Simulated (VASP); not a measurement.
A run of VASP 6.6.1:

Contents of INCAR:

```
PREC     = Accurate       # precision mode
ENCUT    = 520            # plane-wave cutoff, eV
EDIFF    = 1E-6           # SCF threshold, eV
ISMEAR   = 0              # smearing method
SIGMA    = 0.1            # smearing width, eV
LREAL    = False          # projectors in reciprocal space
LASPH    = True           # aspherical terms in the spheres
NELM     = 60             # most SCF steps
ALGO     = Normal         # electronic algorithm
ISIF     = 2              # what is computed and relaxed
LWAVE    = False          # write WAVECAR
LCHARG   = False          # write CHGCAR
LDIPOL   = True         
IDIPOL   = 3            
DIPOL    = 0.5 0.5 0.355
GGA      = PS             # functional
NBANDS   = 46             # bands
```

KPOINTS

```
Automatic mesh
0
Gamma
  6 6 1
```

Contents of POSCAR:

```
KTa6
1.0
    4.6392671641      0.0000000000      0.0000000000
   -2.3196335821      4.0177232191      0.0000000000
    0.0000000000      0.0000000000     19.9438808552
Ta K
6 1
Direct
    0.6666666667      0.3333333333      0.2005627706
    0.3333333333      0.6666666667      0.2480453268
    0.0000000000      0.0000000000      0.2955278831
    0.6666666667      0.3333333333      0.3400187737
    0.3333333333      0.6666666667      0.3814681521
    0.0000000000      0.0000000000      0.4233820346
    0.0000000000      0.8888888889      0.5943860970
```

Potentials or basis: VASP PAW PBE potentials, release 64 (Ta_pv, K_sv).

The run is started by

```sh
$ cat potpaw_PBE.64/Ta_pv/POTCAR potpaw_PBE.64/K_sv/POTCAR > POTCAR
$ mpirun -np 1 vasp_std > vasp.out
```

Hardware: 1 thread of Intel(R) Xeon(R) 6975P-C (Granite Rapids) (shared host).

Question: Estimate the wall time of this run.

Answer: Wall time 7.4 min on 1 thread of Intel(R) Xeon(R) 6975P-C (Granite Rapids), on a shared host, peak memory 0.6 GiB. Counts: scf iterations 27, k points 20.
